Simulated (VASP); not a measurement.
Wanted: the native input for a VASP 6.6.1 run.

```
Task                   : single point
Functional             : r2SCAN
Potentials or basis    : VASP PAW PBE potentials, release 64 (Bi_d, Se)
Cutoff                 : 520 eV
k mesh                 : 6 × 6 × 6
Occupations            : methfessel-paxton, width 0.1 eV
Spin                   : no spin polarisation
Dipole correction      : no
Further INCAR settings : ALGO = Normal; EDIFF = 1e-07; NBANDS = 32
```

Bi2Se3:

```xyz
5
Lattice="2.0715 1.1960 9.5453 -2.0715 1.1960 9.5453 0.0000 -2.3920 9.5453" Properties=species:S:1:pos:R:3 pbc="T T T"
Bi    0.0000    0.0000   17.1587
Bi    0.0000    0.0000   11.4773
Se    0.0000    0.0000   22.5738
Se    0.0000    0.0000    6.0622
Se    0.0000    0.0000    0.0000
```

The input as run:

POSCAR

```
Bi2Se3
1.0
    2.0715000000      1.1959810826      9.5453333333
   -2.0715000000      1.1959810826      9.5453333333
    0.0000000000     -2.3919621653      9.5453333333
Bi Se
2 3
Direct
    0.5992000000      0.5992000000      0.5992000000
    0.4008000000      0.4008000000      0.4008000000
    0.7883000000      0.7883000000      0.7883000000
    0.2117000000      0.2117000000      0.2117000000
    0.0000000000      0.0000000000      0.0000000000
```

INCAR.step1

```
PREC = Accurate
ENCUT = 520
ISMEAR = 1
SIGMA = 0.1
LREAL = F
LASPH = T
NELM = 100
NBANDS = 32
GGA = PE
ALGO = Normal
EDIFF = 1E-4
LWAVE = T
LCHARG = F
```

INCAR.step2

```
PREC = Accurate
ENCUT = 520
EDIFF = 1E-7
ISMEAR = 1
SIGMA = 0.1
LREAL = F
LASPH = T
NELM = 100
ALGO = Normal
ISIF = 2
LWAVE = F
LCHARG = F
METAGGA = R2SCAN
LMIXTAU = T
NBANDS = 32
ISTART = 1
```

KPOINTS

```
regular mesh
0
Gamma
  6 6 6
```

Potentials or basis: VASP PAW PBE potentials, release 64 (Bi_d, Se).

Run with:

```sh
$ cat potpaw_PBE.64/Bi_d/POTCAR potpaw_PBE.64/Se/POTCAR > POTCAR
$ cp INCAR.step1 INCAR
$ mpirun -np 1 vasp_std > vasp.out
$ cp INCAR.step2 INCAR
$ mpirun -np 1 vasp_std > vasp.out
```

It gave:

```
Pressure               : 1.4 GPa
Largest force          : 0.063 eV/Å
Band gap on the k mesh : 0.49 eV
```

Caveat: the PAW data sets were made with another functional, which shifts forces and pressure a little; spin-orbit coupling is left out, which moves the levels of the heavy elements.

Run time: 110 min on 1 thread of Intel(R) Xeon(R) Platinum 8488C (Sapphire Rapids), with other jobs on the host, peak memory 1.1 GiB.
